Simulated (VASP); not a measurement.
Here is a VASP 6.6.1 calculation.

Contents of INCAR:

```
SYSTEM = AgO2
PREC = Accurate
ENCUT = 520
EDIFF = 1E-6
ISMEAR = 0
SIGMA = 0.1
LREAL = .FALSE.
LASPH = .TRUE.
NELM = 60
ALGO = Normal
ISIF = 2
LWAVE = .FALSE.
LCHARG = .FALSE.
GGA = PE
NBANDS = 58
```

File KPOINTS:

```
Automatic mesh
0
G
  6 6 6
  0 0 0
```

POSCAR

```
AgO2
1.0
    5.3826767122      0.0000000000      0.0000000000
    0.0000000000      5.3826767122      0.0000000000
    0.0000000000      0.0000000000      5.3826767122
Ag O
4 8
Direct
    0.5000000000      0.5000000000      0.0000000000
    0.0000000000      0.5000000000      0.5000000000
    0.0000000000      0.0000000000      0.0000000000
    0.5000000000      0.0000000000      0.5000000000
    0.9252975560      0.0747024440      0.5747024440
    0.0747024440      0.9252975560      0.4252975560
    0.5747024440      0.5747024440      0.5747024440
    0.4252975560      0.4252975560      0.4252975560
    0.5747024440      0.9252975560      0.0747024440
    0.4252975560      0.0747024440      0.9252975560
    0.0747024440      0.5747024440      0.9252975560
    0.9252975560      0.4252975560      0.0747024440
```

Potentials or basis: VASP PAW PBE potentials, release 64 (Ag, O).

The run is started by

```sh
$ cat potpaw_PBE.64/Ag/POTCAR potpaw_PBE.64/O/POTCAR > POTCAR
$ mpirun -np 1 vasp_std > vasp.out
```

**Question.** Predict the largest force.

**Answer.** 0.287 eV/Å.

**Question.** What does it give for the band gap on the k mesh?

**Answer.** Zero (bands 46 and 47 overlap by 2.12 eV).

Forces on the atoms (eV/Å):
```
Ag   0.000  0.000  0.000
Ag   0.000  0.000  0.000
Ag   0.000  0.000  0.000
Ag   0.000  0.000  0.000
O   -0.166  0.166  0.166
O    0.166 -0.166 -0.166
O    0.166  0.166  0.166
O   -0.166 -0.166 -0.166
O    0.166 -0.166  0.166
O   -0.166  0.166 -0.166
O    0.166  0.166 -0.166
O   -0.166 -0.166  0.166
```
